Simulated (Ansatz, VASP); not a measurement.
# SnO2 in VASP and in Ansatz

```
Sn O
1.0
     4.75920    0.00000    0.00000
     0.00000    4.75920    0.00000
     0.28811    0.00000    3.20127
Sn O
2 4
Direct
  0.50000 0.50000 0.50000
  0.00000 0.00000 0.00000
  0.19884 0.80998 0.48854
  0.80116 0.19002 0.51146
  0.30116 0.30998 0.01146
  0.69884 0.69002 0.98854
```

Change from the starting cell: shear of c along a, cell held, atoms relaxed: +9.0 %.

Alike in both runs: functional r2SCAN; k mesh 6 × 6 × 8; occupations gaussian, width 0.02 eV; no spin polarisation.

Ansatz relaxed the structure, and its values are those at the end. VASP's run is a single point on that final structure, the one shown.

|  | VASP | Ansatz |
| --- | --- | --- |
| version | VASP 6.6.1 | Ansatz 0.2.0 |
| potentials or method | VASP PAW PBE potentials, release 64 (Sn_d, O), cutoff 520 eV | scalar-relativistic, plane waves, PAW |
| valence electrons in the cell | 52 | 52 |

|  | VASP | Ansatz | Ansatz less VASP |
| --- | --- | --- | --- |
| gap on the k mesh at the Fermi level (eV) | 1.69 | 1.67 | -0.022 |
| least direct gap on the mesh (eV) | 1.69 | 1.67 | -0.022 |
| pressure (GPa) | 1.2 | 0.0 | -1.10 |
| rms of the force components (eV/Å) | 0.017 | 0.004 | -0.0133 |

VASP's potentials were made for PBE, not for r2SCAN. The functional is the same, so the differences come from potentials, cutoffs and numerics. Ansatz's warnings: stress scf threshold loose.
